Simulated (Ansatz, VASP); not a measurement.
## One calculation of ScAl3P2, two programs

```
CELL_PARAMETERS angstrom
5.31270 0.00000 0.00000
0.00000 5.31270 0.00000
0.00000 0.00000 3.96063
ATOMIC_POSITIONS crystal
Sc 0.00000 0.00000 0.00000
Al 0.00000 0.50000 0.00000
Al 0.50000 0.00000 0.00000
Al 0.50000 0.50000 0.00000
P 0.00000 0.50000 0.50000
P 0.50000 0.00000 0.50000
```

Alike in both runs: task relaxation of cell and atoms; functional PBE; k mesh 4 × 4 × 4; occupations gaussian, width 0.1 eV; no spin polarisation.

```csv
,VASP,Ansatz
version,VASP 6.6.1,Ansatz 0.2.0
potentials or method,"VASP PAW PBE potentials, release 64 (Sc_sv, Al, P), cutoff 600 eV","scalar-relativistic, plane waves, PAW"
valence electrons in the cell,30,30
```

VASP gave:

| Quantity | Value |
| --- | --- |
| gap on the k mesh at the Fermi level, each at its own relaxed structure (eV) | none |
| relaxed volume (Å³/atom) | 23.03 |
| relaxed cell length with the largest relative difference (Å) | 4.520 |

Q: Which values does Ansatz return?

A: gap on the k mesh at the Fermi level, each at its own relaxed structure (eV): none; relaxed volume (Å³/atom): 23.02; relaxed cell length with the largest relative difference (Å): 4.522.

A gap of «none» marks a metal or a gap that the smearing closes.

The k mesh is coarse, so the values compare programs but aren't converged. Noted on VASP's run: the volume moved by over 15 % at a fixed basis, so the end points are rough.
